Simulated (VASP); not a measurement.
Nb, 1 atom in the cell. It takes space group I4/mmm (No. 139, tetragonal). The conventional cell has a = 2.931 Å, b = 2.931 Å, c = 4.230 Å, α = 90.00°, β = 90.00°, γ = 90.00°. Nb (site symmetry 4/mmm) has 12 Nb at 2.93 to 2.96 Å within 3.9 Å.  This cell differs from its parent crystal: equal xx and yy strain of -2 %.

```yaml
Program: VASP 6.6.1
Task: electric field gradients
Functional: PBEsol
Potentials_or_basis: VASP PAW PBE potentials, release 64 (Nb_sv)
Cutoff: 520 eV
k_mesh: 13 × 13 × 13
Occupations: fermi-dirac, width 0.08 eV
Spin: no spin polarisation
Dipole_correction: no
Further_INCAR_settings: ALGO = Normal; EDIFF = 1e-08; NBANDS = 12
```

Potentials or basis: VASP PAW PBE potentials, release 64 (Nb_sv).

Run with:

```console
$ cat potpaw_PBE.64/Nb_sv/POTCAR > POTCAR
$ mpirun -np 1 vasp_std > vasp.out
```

Hardware: 1 thread of AMD EPYC 9R14 (Zen 4) (shared host).

Q: How long does it take, and how much memory?

A: Wall time 34 s on 1 thread of AMD EPYC 9R14 (Zen 4), on a shared host, peak memory 0.14 GiB. Counts: scf iterations 14, k points 196.
